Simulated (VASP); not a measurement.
Mo3HS6: single point with PBEsol

Mo3HS6, a slab with vacuum:

```
CELL_PARAMETERS angstrom
3.12041 0.00000 0.00000
-1.56020 6.15233 0.00000
0.00000 0.00000 25.65978
ATOMIC_POSITIONS crystal
S 0.89272 0.78544 0.33126
S 0.17159 0.34318 0.38244
S 0.42488 0.84975 0.43544
S 0.70474 0.40947 0.48620
S 0.96287 0.92574 0.54113
S 0.17302 0.34604 0.61720
Mo 0.53216 0.06431 0.35685
Mo 0.06343 0.12684 0.45604
Mo 0.60286 0.20572 0.55886
H 0.17302 0.17937 0.65172
```

```
Program                : VASP 6.6.1
Task                   : single point
Functional             : PBEsol
Potentials or basis    : VASP PAW PBE potentials, release 64 (S, Mo_sv, H)
Cutoff                 : 520 eV
k mesh                 : 10 × 5 × 1
Occupations            : gaussian, width 0.1 eV
Spin                   : no spin polarisation
Dipole correction      : yes
Further INCAR settings : ALGO = Normal; EDIFF = 1e-06; NBANDS = 50
```

```
Largest force          : 4.056 eV/Å
Band gap on the k mesh : zero (an odd number of electrons rules out a gap without spin polarisation)
```

Forces on the atoms (eV/Å):
```
S    0.006  1.613 -0.576
S    0.009  0.862 -1.258
S   -0.017  0.309 -1.263
S    0.082  0.047 -0.095
S    0.064  0.226  0.219
S   -0.005  0.510  1.590
Mo   0.033 -2.973  2.758
Mo  -0.012  0.170  0.485
Mo  -0.125 -0.913 -1.824
H   -0.034  0.150 -0.035
```

Levels at points of the mesh, in eV from the Fermi level:
```csv
k point,band 36,band 37,band 38,band 39,band 40,band 41,band 42,band 43
"(0.00, 0.00, 0.00)",-1.45,-1.36,-1.15,-1.00,-0.56,0.10,0.13,0.99
"(0.50, 0.00, 0.00)",-2.19,-1.88,-0.74,0.03,0.15,0.27,1.11,1.42
```

Run time: 11 min on 1 thread of Intel(R) Xeon(R) 6975P-C (Granite Rapids) (shared host), peak memory 0.8 GiB.

Caveat: the PAW data sets were made with another functional, which shifts forces and pressure a little.
